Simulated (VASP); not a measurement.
# Al3Cu (P4/mmm) in VASP: notebook

Runs on Al3Cu. Level: r2SCAN. Tasks: single point, relaxation of cell and atoms.

Program: VASP 6.6.1. These are calculated values, not measurements. Logs are shortened: lines on timing, memory, paths and dates and some standing lists are left out, and cuts for length are marked.

## (1) The cell of the first run

Symmetry: P4/mmm, No. 123, tetragonal system. The conventional cell has a = 2.719 Å, b = 2.719 Å, c = 7.425 Å, α = 90.00°, β = 90.00°, γ = 90.00°. Al (site symmetry 4/mmm) has 16 Al at 2.72 to 3.85 Å and 2 Cu at 3.71 Å within 3.9 Å. Within 3.4 Å of Al (site symmetry 4mm) lie 4 Cu at 2.55 Å and 9 Al at 2.72 to 3.34 Å. Within 3.4 Å of Cu (site symmetry 4/mmm) lie 8 Al at 2.55 Å and 4 Cu at 2.72 Å.

## (2) Single point, r2SCAN (13.73 Å³/atom)

Contents of POSCAR:

```
Al3Cu
1.0
    2.7193500420      0.0000000000      0.0000000000
    0.0000000000      2.7193500420      0.0000000000
    0.0000000000      0.0000000000      7.4248945194
Al Cu
3 1
Direct
    0.0000000000      0.0000000000      0.5000000000
    0.5000000000      0.5000000000      0.2248867249
    0.5000000000      0.5000000000      0.7751132751
    0.0000000000      0.0000000000      0.0000000000
```

Contents of INCAR.step1:

```
SYSTEM = Al3Cu
PREC = Accurate
ENCUT = 520
ISMEAR = 0
SIGMA = 0.1
LREAL = .False.
LASPH = .True.
NELM = 100
NBANDS = 18
GGA = PE
ALGO = Normal
EDIFF = 1E-4
LWAVE = .True.
LCHARG = .False.
```

Contents of INCAR.step2:

```
SYSTEM = Al3Cu
PREC = Accurate
ENCUT = 520
EDIFF = 1E-7
ISMEAR = 0
SIGMA = 0.1
LREAL = .False.
LASPH = .True.
NELM = 100
ALGO = Normal
ISIF = 2
LWAVE = .False.
LCHARG = .True.
METAGGA = R2SCAN
LMIXTAU = .True.
LELF = .True.
LVHAR = .True.
NBANDS = 18
ISTART = 1
```

Contents of KPOINTS:

```
Automatic mesh
0
Gamma
  16 16 6
  0 0 0
```

Potentials or basis: VASP PAW PBE potentials, release 64 (Al, Cu).

Run with:

```console
cat potpaw_PBE.64/Al/POTCAR potpaw_PBE.64/Cu/POTCAR > POTCAR
cp INCAR.step1 INCAR
mpirun -np 1 vasp_std > vasp.out
cp INCAR.step2 INCAR
mpirun -np 1 vasp_std > vasp.out
```

OUTCAR:

```text
SYSTEM = Al3Cu
   PREC = Accurate
   ENCUT = 520
   EDIFF = 1E-7
   ISMEAR = 0
   LREAL = .False.
   LASPH = .True.
   NELM = 100
   ISIF = 2
   METAGGA = R2SCAN
   ISTART = 1

 ion  position               nearest neighbor table
   1  0.000  0.000  0.500-   2 2.81   3 2.81   2 2.81   3 2.81   2 2.81   3 2.81   2 2.81   3 2.81

   2  0.500  0.500  0.225-   4 2.55   4 2.55   4 2.55   4 2.55   1 2.81   1 2.81   1 2.81   1 2.81
                             3 3.34
   3  0.500  0.500  0.775-   4 2.55   4 2.55   4 2.55   4 2.55   1 2.81   1 2.81   1 2.81   1 2.81
                             2 3.34
   4  0.000  0.000  0.000-   2 2.55   3 2.55   2 2.55   3 2.55   2 2.55   3 2.55   2 2.55   3 2.55

  LATTYP: Found a simple tetragonal cell.
 ALAT       =     2.7193500420
 C/A-ratio  =     2.7303930736

  Lattice vectors:

 A1 = (   2.7193500420,   0.0000000000,   0.0000000000)
 A2 = (   0.0000000000,   2.7193500420,   0.0000000000)
 A3 = (   0.0000000000,   0.0000000000,   7.4248945194)

Analysis of symmetry for initial positions (statically):
=====================================================================
 Subroutine PRICEL returns:
 Original cell was already a primitive cell.

 Routine SETGRP: Setting up the symmetry group for a
 simple tetragonal supercell.

 Subroutine GETGRP returns: Found 16 space group operations
 (whereof 16 operations were pure point group operations)
 out of a pool of 16 trial point group operations.

The static configuration has the point symmetry D_4h.

Analysis of symmetry for dynamics (positions and initial velocities):
=====================================================================
 Subroutine PRICEL returns:
 Original cell was already a primitive cell.

 Routine SETGRP: Setting up the symmetry group for a
 simple tetragonal supercell.

 Subroutine GETGRP returns: Found 16 space group operations
 (whereof 16 operations were pure point group operations)
 out of a pool of 16 trial point group operations.

The dynamic configuration has the point symmetry D_4h.

 Subroutine INISYM returns: Found 16 space group operations
 (whereof 16 operations are pure point group operations),
 and found     1 'primitive' translations

----------------------------------------------------------------------------------------

                                     Primitive cell

  volume of cell :      54.9061

  direct lattice vectors                    reciprocal lattice vectors
     2.719350042  0.000000000  0.000000000     0.367734931  0.000000000  0.000000000
     0.000000000  2.719350042  0.000000000     0.000000000  0.367734931  0.000000000
     0.000000000  0.000000000  7.424894519     0.000000000  0.000000000  0.134682048

  length of vectors
     2.719350042  2.719350042  7.424894519     0.367734931  0.367734931  0.134682048

  position of ions in fractional coordinates (direct lattice)
     0.000000000  0.000000000  0.500000000
     0.500000000  0.500000000  0.224886725
     0.500000000  0.500000000  0.775113275
     0.000000000  0.000000000  0.000000000

  ion indices of the primitive-cell ions
   primitive index   ion index
                 1           1
                 2           2
                 3           3
                 4           4

----------------------------------------------------------------------------------------

 KPOINTS: Automatic mesh

Automatic generation of k-mesh.
 Grid dimensions read from file:
 generate k-points for:   16   16    6

 Generating k-lattice:

  Cartesian coordinates                     Fractional coordinates (reciprocal lattice)
     0.022983433  0.000000000  0.000000000     0.062500000  0.000000000  0.000000000
     0.000000000  0.022983433  0.000000000     0.000000000  0.062500000  0.000000000
     0.000000000  0.000000000  0.022447008     0.000000000  0.000000000  0.166666667

  Length of vectors
     0.022983433  0.022983433  0.022447008

  Shift w.r.t. Gamma in fractional coordinates (k-lattice)
     0.000000000  0.000000000  0.000000000

 Subroutine IBZKPT returns following result:
 ===========================================

 Found    180 irreducible k-points:

 Following reciprocal coordinates:
            Coordinates               Weight
  0.000000  0.000000  0.000000      1.000000
  0.062500  0.000000  0.000000      4.000000
  0.125000  0.000000  0.000000      4.000000
  0.187500  0.000000  0.000000      4.000000
  0.250000  0.000000  0.000000      4.000000
  0.312500  0.000000  0.000000      4.000000
[... 16 lines left out ...]
  0.437500  0.125000  0.000000      8.000000
  0.500000  0.125000  0.000000      4.000000
 [... further k-points ...]
   k-points           NKPTS =    180   k-points in BZ     NKDIM =    180   number of bands    NBANDS=     18
   number of dos      NEDOS =    301   number of ions     NIONS =      4
   total plane-waves  NPLWV =  22400
   dimension x,y,z NGX =    20 NGY =   20 NGZ =   56
   dimension x,y,z NGXF=    40 NGYF=   40 NGZF=  112
   ions per type =               3   1
   NGX,Y,Z   is equivalent  to a cutoff of  12.23, 12.23, 12.54 a.u.
   NGXF,Y,Z  is equivalent  to a cutoff of  24.45, 24.45, 25.08 a.u.
 SYSTEM =  Al3Cu
   PREC   = accura    normal or accurate (medium, high low for compatibility)
   ISTART =      1    job   : 0-new  1-cont  2-samecut
   ICHARG =      0    charge: 1-file 2-atom 10-const
   ISPIN  =      1    spin polarized calculation?
   LNONCOLLINEAR =      F non collinear calculations
   LSORBIT =      F    spin-orbit coupling
   LASPH  =      T    aspherical Exc in radial PAW
   ENCUT  =  520.0 eV  38.22 Ry    6.18 a.u.   5.06  5.06 13.81*2*pi/ulx,y,z
   NELM   =    100;   NELMIN=  2; NELMDL=  0     # of ELM steps
   EDIFF  = 0.1E-06   stopping-criterion for ELM
   LREAL  =      F    real-space projection
   EDIFFG = 0.1E-05   stopping-criterion for IOM
   NSW    =      0    number of steps for IOM
   IBRION =     -1    ionic relax: 0-MD 1-quasi-New 2-CG
   NFREE  =      0    steps in history (QN), initial steepest desc. (CG)
   ISIF   =      2    stress and relaxation
   ISYM   =      2    0-nonsym 1-usesym 2-fastsym
   POTIM  = 0.5000    time-step for ionic-motion
   TEBEG  =    0.0;   TEEND  =   0.0 temperature during run
   PSTRESS=    0.0 pullay stress
   NELECT =      20.0000    total number of electrons
   NUPDOWN=      -1.0000    fix difference up-down
   EMIN   =  10.00;   EMAX   =-10.00  energy-range for DOS
   EFERMI =   0.00;   METHOD = LEGACY
   ISMEAR =     0;   SIGMA  =   0.10  broadening in eV -4-tet -1-fermi 0-gaus
   EFERMI_NEDOS =   21; number of points for ismear=-14 and -15
   IALGO  =     38    algorithm
   IMIX   =      4    mixing-type and parameters
     AMIX     =   0.40;   BMIX     =  1.00
     AMIX_MAG =   1.60;   BMIX_MAG =  1.00
  volume/ion in A,a.u.               =      13.73        92.63
  Fermi-wavevector in a.u.,A,eV,Ry     =   1.169171  2.209413 18.598627  1.366961
  Thomas-Fermi vector in A             =   2.305647
   LORBIT       =      0    0 simple, 1 ext, 2 COOP (PROOUT), +10 PAW based schemes
   METAGGA = R2SCAN    functional components
   LHFCALC =     F    Hartree Fock is set to
   AEXX    =    0.0000 exact exchange contribution
   IVDW    =     0    specifies the selected vdW correction
   LEPSILON=     F    determine dielectric tensor
   LRPA    =     F    only Hartree local field effects (RPA)
 non-spin polarized calculation
 Gauss-broadening in eV      SIGMA  =   0.10
  energy-cutoff  :      520.00
  volume of cell :       54.91
 maximum number of plane-waves:      1496
   NGX = 11   NGY = 11   NGZ = 27

 number of electron      19.9999988 magnetization

 Free energy of the ion-electron system (eV)
  ---------------------------------------------------
  ext. energy  EPLUGINS =         0.00000000
  ---------------------------------------------------
  free energy    TOTEN  =       -31.33286389 eV

  energy without entropy =      -31.32531254  energy(sigma->0) =      -31.32908822

 E-fermi :   9.2282     XC(G=0): -11.9693

 val. band max:        9.2194256533   @ k =   0.4375   0.1875   0.3333
 cond. band min:       9.2589666795   @ k =   0.2500   0.0625   0.5000
 fundamental gap:      0.0395410262
 Fermi energy:         9.2281637809

 k-point     1 :       0.0000    0.0000    0.0000
  band No.  band energies     occupation
      1      -3.1694      2.00000
      2      -0.5156      2.00000
      3      -0.1471      2.00000
      4       4.2417      2.00000
      5       4.3230      2.00000
      6       5.2693      2.00000
[... 10 lines left out ...]
     17      19.4275      0.00000
     18      19.4275      0.00000

 k-point     2 :       0.0625    0.0000    0.0000
  band No.  band energies     occupation
      1      -3.0859      2.00000
      2      -0.4400      2.00000
      3      -0.0635      2.00000
      4       4.2573      2.00000
      5       4.3467      2.00000
      6       5.2090      2.00000
[... 10 lines left out ...]
     17      19.5192      0.00000
     18      19.6342      0.00000

 k-point     3 :       0.1250    0.0000    0.0000
  band No.  band energies     occupation
      1      -2.8360      2.00000
      2      -0.2144      2.00000
      3       0.1861      2.00000
      4       4.2986      2.00000
      5       4.4151      2.00000
      6       5.0620      2.00000
[... 10 lines left out ...]
     17      19.7921      0.00000
     18      19.9427      0.00000

 k-point     4 :       0.1875    0.0000    0.0000
  band No.  band energies     occupation
      1      -2.4215      2.00000
      2       0.1570      2.00000
      3       0.5982      2.00000
      4       4.3542      2.00000
      5       4.5131      2.00000
      6       4.8838      2.00000
[... 375 lines left out ...]
      4       4.1687      2.00000
      5       4.4687      2.00000
      6       4.7559      2.00000
[... 10 lines left out ...]
     17      18.0754      0.00000
     18      19.3370      0.00000

 k-point    23 :       0.4375    0.1250    0.0000
  band No.  band energies     occupation
      1       1.0934      2.00000
      2       2.8846      2.00000
      3       3.3207      2.00000
      4       3.7927      2.00000
      5       4.3539      2.00000
      6       4.7061      2.00000
[... 10 lines left out ...]
     17      18.9383      0.00000
     18      19.0644      0.00000

 k-point    24 :       0.5000    0.1250    0.0000
  band No.  band energies     occupation
      1       2.0990      2.00000
      2       2.3189      2.00000
      3       3.1850      2.00000
      4       4.2902      2.00000
      5       4.3939      2.00000
      6       4.4136      2.00000
[... 10 lines left out ...]
     17      17.9369      0.00000
     18      19.7552      0.00000

 [... further k-points ...]

------------------------ aborting loop because EDIFF is reached ----------------------------------------

  FORCE on cell =-STRESS in cart. coord.  units (eV):
  Direction    XX          YY          ZZ          XY          YZ          ZX
  --------------------------------------------------------------------------------------
  -------------------------------------------------------------------------------------
  Total        2.4865359      2.4865359      2.5094429      0.0000000     -0.0000000     -0.0000000
  in kB       72.5579146     72.5579146     73.2263492      0.0000000     -0.0000000     -0.0000000
  external PRESSURE =      72.7807261 kB  Pullay stress =       0.0000000 kB

 VOLUME and BASIS-vectors are now :
 -----------------------------------------------------------------------------
  energy-cutoff  :      520.00
  volume of cell :       54.91
      direct lattice vectors                 reciprocal lattice vectors
     2.719350042  0.000000000  0.000000000     0.367734931  0.000000000  0.000000000
     0.000000000  2.719350042  0.000000000     0.000000000  0.367734931  0.000000000
     0.000000000  0.000000000  7.424894519     0.000000000  0.000000000  0.134682048

 POSITION                                       TOTAL-FORCE (eV/Angst)
 -----------------------------------------------------------------------------------
      0.00000      0.00000      3.71245        -0.000000      0.000000      0.000000
      1.35968      1.35968      1.66976         0.000000      0.000000      0.020397
      1.35968      1.35968      5.75513        -0.000000     -0.000000     -0.020397
      0.00000      0.00000      0.00000        -0.000000      0.000000      0.000000
 -----------------------------------------------------------------------------------
    total drift:                                0.000000      0.000000     -0.000000

  FREE ENERGIE OF THE ION-ELECTRON SYSTEM (eV)
  ---------------------------------------------------
  free  energy   TOTEN  =       -31.3328638889 eV

  energy  without entropy=      -31.3253125431  energy(sigma->0) =      -31.32908822
```

It took 6 min on 1 thread of Intel Xeon Platinum 8488C (Sapphire Rapids), shared host; peak memory 0.29 GiB.

What came out:

- Free energy: -31.3329 eV
- Pressure: 7.3 GPa
- Largest force: 0.020 eV/Å
- Band gap on the k mesh: zero (bands 10 and 11 overlap by 6.57 eV)

Forces in eV/Å, atoms in the order of the input:
```
Al   0.000  0.000  0.000
Al   0.000  0.000  0.020
Al   0.000  0.000 -0.020
Cu   0.000  0.000  0.000
```

Caveat: the cell stands under pressure; the PAW data sets were made with another functional, which shifts forces and pressure a little.

(Part 1 of 3 ends here.)

The gap in the log of VASP goes by the Fermi energy; the results here count the filled bands.